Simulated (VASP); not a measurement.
# Ba (Im-3m) in VASP: notebook

Ba is run at these levels: LDA; tasks: single point, relaxation of cell and atoms.

All numbers are computed with VASP 6.6.1; they aren't measurements. Logs are shortened: lines on timing, memory, paths and dates and some standing lists are left out, and cuts for length are marked.

**1. The cell of the first run**

Symmetry: Im-3m, No. 229, cubic system. Conventional cell: a = 4.771 Å, b = 4.771 Å, c = 4.771 Å, α = 90.00°, β = 90.00°, γ = 90.00°. Ba (site symmetry m-3m) has 14 Ba at 4.13 to 4.77 Å within 5.4 Å.

**2. Single point, LDA**

INCAR

```
SYSTEM = Ba
PREC = Accurate
ENCUT = 500
EDIFF = 1E-6
ISMEAR = -1
SIGMA = 0.1
LREAL = .False.
LASPH = .True.
NELM = 120
ALGO = Normal
ISIF = 2
LWAVE = .False.
LCHARG = .False.
GGA = CA
NBANDS = 11
GGA_COMPAT = .False.
```

KPOINTS

```
regular mesh
0
Gamma
  6 6 6
  0 0 0
```

POSCAR

```
Ba
1.0
   -2.3856629902      2.3856629902      2.3856629902
    2.3856629902     -2.3856629902      2.3856629902
    2.3856629902      2.3856629902     -2.3856629902
Ba
1
Direct
    0.0000000000      0.0000000000      0.0000000000
```

Potentials or basis: VASP PAW LDA potentials, release 64 (Ba_sv).

Command:

```console
$ cat potpaw_LDA.64/Ba_sv/POTCAR > POTCAR
$ mpirun -np 1 vasp_std > vasp.out
```

OUTCAR:

```text
SYSTEM = Ba
   PREC = Accurate
   ENCUT = 500
   EDIFF = 1E-6
   ISMEAR = -1
   LREAL = .False.
   LASPH = .True.
   NELM = 120
   ISIF = 2
   GGA = CA

 ion  position               nearest neighbor table
   1  0.000  0.000  0.000-

  LATTYP: Found a body centered cubic cell.
 ALAT       =     4.7713259804

  Lattice vectors:

 A1 = (  -2.3856629902,   2.3856629902,   2.3856629902)
 A2 = (   2.3856629902,  -2.3856629902,   2.3856629902)
 A3 = (   2.3856629902,   2.3856629902,  -2.3856629902)

Analysis of symmetry for initial positions (statically):
=====================================================================
 Subroutine PRICEL returns:
 Original cell was already a primitive cell.

 Routine SETGRP: Setting up the symmetry group for a
 body centered cubic supercell.

 Subroutine GETGRP returns: Found 48 space group operations
 (whereof 48 operations were pure point group operations)
 out of a pool of 48 trial point group operations.

The static configuration has the point symmetry O_h .

Analysis of symmetry for dynamics (positions and initial velocities):
=====================================================================
 Subroutine PRICEL returns:
 Original cell was already a primitive cell.

 Routine SETGRP: Setting up the symmetry group for a
 body centered cubic supercell.

 Subroutine GETGRP returns: Found 48 space group operations
 (whereof 48 operations were pure point group operations)
 out of a pool of 48 trial point group operations.

The dynamic configuration has the point symmetry O_h .

 Subroutine INISYM returns: Found 48 space group operations
 (whereof 48 operations are pure point group operations),
 and found     1 'primitive' translations

----------------------------------------------------------------------------------------

                                     Primitive cell

  volume of cell :      54.3109

  direct lattice vectors                    reciprocal lattice vectors
    -2.385662990  2.385662990  2.385662990     0.000000000  0.209585345  0.209585345
     2.385662990 -2.385662990  2.385662990     0.209585345  0.000000000  0.209585345
     2.385662990  2.385662990 -2.385662990     0.209585345  0.209585345  0.000000000

  length of vectors
     4.132089509  4.132089509  4.132089509     0.296398437  0.296398437  0.296398437

  position of ions in fractional coordinates (direct lattice)
     0.000000000  0.000000000  0.000000000

  ion indices of the primitive-cell ions
   primitive index   ion index
                 1           1

----------------------------------------------------------------------------------------

 KPOINTS: regular mesh

Automatic generation of k-mesh.
 Grid dimensions read from file:
 generate k-points for:    6    6    6

 Generating k-lattice:

  Cartesian coordinates                     Fractional coordinates (reciprocal lattice)
     0.000000000  0.034930891  0.034930891     0.166666667  0.000000000  0.000000000
     0.034930891  0.000000000  0.034930891     0.000000000  0.166666667  0.000000000
     0.034930891  0.034930891  0.000000000     0.000000000  0.000000000  0.166666667

  Length of vectors
     0.049399739  0.049399739  0.049399739

  Shift w.r.t. Gamma in fractional coordinates (k-lattice)
     0.000000000  0.000000000  0.000000000

 Subroutine IBZKPT returns following result:
 ===========================================

 Found     16 irreducible k-points:

 Following reciprocal coordinates:
            Coordinates               Weight
  0.000000  0.000000  0.000000      1.000000
  0.166667  0.000000  0.000000     12.000000
  0.333333  0.000000  0.000000     12.000000
  0.500000  0.000000  0.000000      6.000000
  0.166667  0.166667  0.000000     24.000000
  0.333333  0.166667 -0.000000     48.000000
[... 8 lines left out ...]
  0.500000  0.500000  0.333333     12.000000
  0.500000  0.500000  0.500000      1.000000
   k-points           NKPTS =     16   k-points in BZ     NKDIM =     16   number of bands    NBANDS=     11
   number of dos      NEDOS =    301   number of ions     NIONS =      1
   total plane-waves  NPLWV =  27000
   dimension x,y,z NGX =    30 NGY =   30 NGZ =   30
   dimension x,y,z NGXF=    60 NGYF=   60 NGZF=   60
   ions per type =               1
   NGX,Y,Z   is equivalent  to a cutoff of  12.07, 12.07, 12.07 a.u.
   NGXF,Y,Z  is equivalent  to a cutoff of  24.14, 24.14, 24.14 a.u.
 SYSTEM =  Ba
   PREC   = accura    normal or accurate (medium, high low for compatibility)
   ISTART =      0    job   : 0-new  1-cont  2-samecut
   ICHARG =      2    charge: 1-file 2-atom 10-const
   ISPIN  =      1    spin polarized calculation?
   LNONCOLLINEAR =      F non collinear calculations
   LSORBIT =      F    spin-orbit coupling
   LASPH  =      T    aspherical Exc in radial PAW
   ENCUT  =  500.0 eV  36.75 Ry    6.06 a.u.   7.53  7.53  7.53*2*pi/ulx,y,z
   NELM   =    120;   NELMIN=  2; NELMDL= -5     # of ELM steps
   EDIFF  = 0.1E-05   stopping-criterion for ELM
   LREAL  =      F    real-space projection
   EDIFFG = 0.1E-04   stopping-criterion for IOM
   NSW    =      0    number of steps for IOM
   IBRION =     -1    ionic relax: 0-MD 1-quasi-New 2-CG
   NFREE  =      0    steps in history (QN), initial steepest desc. (CG)
   ISIF   =      2    stress and relaxation
   ISYM   =      2    0-nonsym 1-usesym 2-fastsym
   POTIM  = 0.5000    time-step for ionic-motion
   TEBEG  =    0.0;   TEEND  =   0.0 temperature during run
   PSTRESS=    0.0 pullay stress
   NELECT =      10.0000    total number of electrons
   NUPDOWN=      -1.0000    fix difference up-down
   EMIN   =  10.00;   EMAX   =-10.00  energy-range for DOS
   EFERMI =   0.00;   METHOD = LEGACY
   ISMEAR =    -1;   SIGMA  =   0.10  broadening in eV -4-tet -1-fermi 0-gaus
   EFERMI_NEDOS =   21; number of points for ismear=-14 and -15
   IALGO  =     38    algorithm
   IMIX   =      4    mixing-type and parameters
     AMIX     =   0.40;   BMIX     =  1.00
     AMIX_MAG =   1.60;   BMIX_MAG =  1.00
  volume/ion in A,a.u.               =      54.31       366.51
  Fermi-wavevector in a.u.,A,eV,Ry     =   0.931349  1.759994 11.801840  0.867411
  Thomas-Fermi vector in A             =   2.057833
   LORBIT       =      0    0 simple, 1 ext, 2 COOP (PROOUT), +10 PAW based schemes
   GGA     = CA    functional components
   LHFCALC =     F    Hartree Fock is set to
   AEXX    =    0.0000 exact exchange contribution
   IVDW    =     0    specifies the selected vdW correction
   LEPSILON=     F    determine dielectric tensor
   LRPA    =     F    only Hartree local field effects (RPA)
 non-spin polarized calculation
  energy-cutoff  :      500.00
  volume of cell :       54.31
 maximum number of plane-waves:      1409
   NGX = 15   NGY = 15   NGZ = 15

 number of electron      10.0000002 magnetization

 Free energy of the ion-electron system (eV)
  ---------------------------------------------------
  ext. energy  EPLUGINS =         0.00000000
  ---------------------------------------------------
  free energy    TOTEN  =        -2.26212458 eV

  energy without entropy =       -2.21033408  energy(sigma->0) =       -2.23622933

 E-fermi :   1.9864     XC(G=0):  -8.1136

 val. band max:        1.9861483258   @ k =   0.3333   0.3333   0.0000
 cond. band min:       2.0700216419   @ k =   0.3333   0.1667   0.1667
 fundamental gap:      0.0838733161
 Fermi energy:         1.9863781102

 k-point     1 :       0.0000    0.0000    0.0000
  band No.  band energies     occupation
      1     -26.6454      2.00000
      2     -11.4935      2.00000
      3     -11.4935      2.00000
      4     -11.4935      2.00000
      5      -0.8604      2.00000
      6       3.8633      0.00000
      7       3.8633      0.00000
      8       3.8633      0.00000
      9       5.5391      0.00000
     10       5.5391      0.00000
     11       9.3532      0.00000

 k-point     2 :       0.1667    0.0000    0.0000
  band No.  band energies     occupation
      1     -26.6247      2.00000
      2     -11.6955      2.00000
      3     -11.5541      2.00000
      4     -11.4954      2.00000
      5      -0.2723      2.00000
      6       3.4363      0.00000
      7       3.5411      0.00000
      8       4.4933      0.00000
      9       5.1302      0.00000
     10       5.5205      0.00000
     11       9.9312      0.00000

 k-point     3 :       0.3333    0.0000    0.0000
  band No.  band energies     occupation
      1     -26.5829      2.00000
      2     -12.0667      2.00000
      3     -11.6713      2.00000
      4     -11.4994      2.00000
      5       0.7518      1.99999
      6       2.8036      0.00056
      7       3.1484      0.00002
      8       5.4821      0.00000
      9       5.7815      0.00000
     10       6.2355      0.00000
     11       9.1869      0.00000

 k-point     4 :       0.5000    0.0000    0.0000
  band No.  band energies     occupation
      1     -26.5618      2.00000
      2     -12.2388      2.00000
      3     -11.7281      2.00000
      4     -11.5015      2.00000
      5       0.9281      1.99995
      6       2.5499      0.00712
      7       3.7821      0.00000
      8       5.5418      0.00000
      9       6.2092      0.00000
     10       7.9772      0.00000
     11       8.0966      0.00000
[... 127 lines left out ...]
 k-point    14 :      -0.3333    0.3333    0.3333
  band No.  band energies     occupation
      1     -26.5334      2.00000
      2     -11.9883      2.00000
      3     -11.8723      2.00000
      4     -11.8723      2.00000
      5       1.7291      1.85816
      6       1.8398      1.62487
      7       4.6541      0.00000
      8       4.6541      0.00000
      9       5.6627      0.00000
     10       6.0554      0.00000
     11      11.0761      0.00000

 k-point    15 :       0.5000    0.5000    0.3333
  band No.  band energies     occupation
      1     -26.5167      2.00000
      2     -12.0631      2.00000
      3     -11.9360      2.00000
      4     -11.8840      2.00000
      5       1.4991      1.98481
      6       1.6434      1.93723
      7       4.7530      0.00000
      8       4.8986      0.00000
      9       7.1615      0.00000
     10       7.4952      0.00000
     11       8.7047      0.00000

 k-point    16 :       0.5000    0.5000    0.5000
  band No.  band energies     occupation
      1     -26.5015      2.00000
      2     -12.0018      2.00000
      3     -12.0018      2.00000
      4     -12.0018      2.00000
      5       1.1822      1.99936
      6       1.1822      1.99936
      7       7.0910      0.00000
      8       7.0910      0.00000
      9       7.0911      0.00000
     10       7.3550      0.00000
     11       7.3550      0.00000

------------------------ aborting loop because EDIFF is reached ----------------------------------------

  FORCE on cell =-STRESS in cart. coord.  units (eV):
  Direction    XX          YY          ZZ          XY          YZ          ZX
  --------------------------------------------------------------------------------------
  -------------------------------------------------------------------------------------
  Total        0.0284910      0.0284910      0.0284910      0.0000000      0.0000000      0.0000000
  in kB        0.8404885      0.8404885      0.8404885      0.0000000      0.0000000      0.0000000
  external PRESSURE =       0.8404885 kB  Pullay stress =       0.0000000 kB

 VOLUME and BASIS-vectors are now :
 -----------------------------------------------------------------------------
  energy-cutoff  :      500.00
  volume of cell :       54.31
      direct lattice vectors                 reciprocal lattice vectors
    -2.385662990  2.385662990  2.385662990     0.000000000  0.209585345  0.209585345
     2.385662990 -2.385662990  2.385662990     0.209585345  0.000000000  0.209585345
     2.385662990  2.385662990 -2.385662990     0.209585345  0.209585345  0.000000000

 POSITION                                       TOTAL-FORCE (eV/Angst)
 -----------------------------------------------------------------------------------
      0.00000      0.00000      0.00000         0.000000      0.000000     -0.000000
 -----------------------------------------------------------------------------------
    total drift:                               -0.000000     -0.000000      0.000000

  FREE ENERGIE OF THE ION-ELECTRON SYSTEM (eV)
  ---------------------------------------------------
  free  energy   TOTEN  =        -2.2621245815 eV

  energy  without entropy=       -2.2103340763  energy(sigma->0) =       -2.23622933
```

It took 9.7 s on 1 thread of Intel Xeon Platinum 8259CL at 2.50GHz (Skylake/Cascade Lake), shared host; peak memory 0.14 GiB.

Results:

```
Free energy            : -2.2621 eV
Pressure               : 0.1 GPa
Band gap on the k mesh : zero (bands 5 and 6 overlap by 0.89 eV)
```

Levels at points of the mesh, in eV from the Fermi level:
```
           k point  band 2  band 3  band 4  band 5  band 6  band 7  band 8  band 9
(0.00, 0.00, 0.00)  -13.48  -13.48  -13.48   -2.85    1.88    1.88    1.88    3.55
(0.50, 0.00, 0.00)  -14.23  -13.71  -13.49   -1.06    0.56    1.80    3.56    4.22
(0.50, 0.50, 0.50)  -13.99  -13.99  -13.99   -0.80   -0.80    5.10    5.10    5.10
```

Caveat: spin-orbit coupling is left out, which moves the levels of the heavy elements.

**3. Relaxation of cell and atoms, LDA**

This run uses another cell than the first one, of 62.88 Å³/atom.

INCAR

```
SYSTEM = Ba
  PREC = Accurate
  ENCUT = 500
  EDIFF = 1E-7
  ISMEAR = -1
  SIGMA = 0.1
  LREAL = .FALSE.
  LASPH = .TRUE.
  NELM = 120
  ALGO = Normal
  ISIF = 3
  LWAVE = .FALSE.
  LCHARG = .FALSE.
  GGA = CA
  IBRION = 2
  NSW = 60
  EDIFFG = -0.03
  GGA_COMPAT = .FALSE.
  NELMIN = 4
```

KPOINTS

```
Automatic mesh
0
G
  6 6 6
  0 0 0
```

POSCAR

```
Ba
1.0
   -2.5050000000      2.5050000000      2.5050000000
    2.5050000000     -2.5050000000      2.5050000000
    2.5050000000      2.5050000000     -2.5050000000
Ba
1
Direct
    0.0000000000      0.0000000000      0.0000000000
```

Potentials or basis: VASP PAW LDA potentials, release 64 (Ba_sv).

Command:

```console
$ cat potpaw_LDA.64/Ba_sv/POTCAR > POTCAR
$ mpirun -np 1 vasp_std > vasp.out
```

It took 20 s on 1 thread of Intel Xeon Platinum 8259CL at 2.50GHz (Skylake/Cascade Lake), shared host; peak memory 0.16 GiB.

The run converged. Its results:

```
Free energy                           : -2.2623 eV
Relaxed volume                        : 55.12 Å³/atom
Relaxed cell                          : a = 4.152 Å, b = 4.152 Å, c = 4.152 Å, α = 109.47°, β = 109.47°, γ = 109.47°
Space group after relaxing (to 0.1 Å) : Im-3m (No. 229)
Energy gained by relaxing             : 32.6 meV/atom
Ionic steps                           : 3
Pressure after relaxing               : -0.1 GPa
Band gap on the k mesh                : zero (bands 5 and 6 overlap by 0.85 eV)
```

Step by step:
| step | energy change (eV) | largest force (eV/Å) | pressure (GPa) | volume (Å³) |
| --- | --- | --- | --- | --- |
| 1 | 0.0000 | 0.0000 | -1.18 | 62.88 |
| 2 | -0.0240 | 0.0000 | -0.67 | 58.75 |
| 3 | -0.0326 | 0.0000 | -0.07 | 55.12 |

Final structure:
```
CELL_PARAMETERS angstrom
-2.39739 2.39739 2.39739
2.39739 -2.39739 2.39739
2.39739 2.39739 -2.39739
ATOMIC_POSITIONS crystal
Ba 0.00000 0.00000 0.00000
```

Levels at points of the mesh, in eV from the Fermi level:
| k point | band 2 | band 3 | band 4 | band 5 | band 6 | band 7 | band 8 | band 9 |
| --- | --- | --- | --- | --- | --- | --- | --- | --- |
| (0.00, 0.00, 0.00) | -13.51 | -13.51 | -13.51 | -2.84 | 1.86 | 1.86 | 1.86 | 3.52 |
| (0.50, 0.00, 0.00) | -14.23 | -13.74 | -13.52 | -1.04 | 0.57 | 1.74 | 3.51 | 4.17 |
| (0.50, 0.50, 0.50) | -14.00 | -14.00 | -14.00 | -0.78 | -0.78 | 5.02 | 5.02 | 5.02 |

Caveat: spin-orbit coupling is left out, which moves the levels of the heavy elements.

The gap in the log of VASP goes by the Fermi energy; the results here count the filled bands.